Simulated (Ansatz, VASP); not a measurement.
As3O in VASP and in Ansatz

```
As O
1.0
     4.80727    0.00000    0.00000
    -2.40364    4.16322    0.00000
     0.00000    0.00000    6.66910
As O
6 2
Cartesian
  0.0000 0.0000 1.6673
  0.0000 0.0000 5.0018
  0.0000 2.7755 6.4394
  2.4036 1.3877 0.2297
  2.4036 1.3877 3.1049
  0.0000 2.7755 3.5643
  0.0000 2.7755 1.6673
  2.4036 1.3877 5.0018
```

Change from the starting cell: species swapped into the Mg3Au type (P6_3/mmc, No. 194).

Alike in both runs: functional PBE; k mesh 6 × 6 × 4; occupations gaussian, width 0.1 eV; no spin polarisation.

Ansatz relaxed the structure, and its values are those at the end. VASP's run is a single point on that final structure, the one shown.

|  | VASP | Ansatz |
| --- | --- | --- |
| version | VASP 6.6.1 | Ansatz 0.2.0 |
| potentials or method | VASP PAW PBE potentials, release 64 (As_d, O), cutoff 600 eV | scalar-relativistic, plane waves, PAW |
| valence electrons in the cell | 102 | 102 |

```tsv
	VASP	Ansatz	Ansatz less VASP
gap on the k mesh at the Fermi level (eV)	none	none	-
pressure (GPa)	0.2	0.1	-0.10
rms of the force components (eV/Å)	0.011	0.007	-0.0041
```

A gap of «none» marks a metal or a gap that the smearing closes. The functional is the same, so the differences come from potentials, cutoffs and numerics.
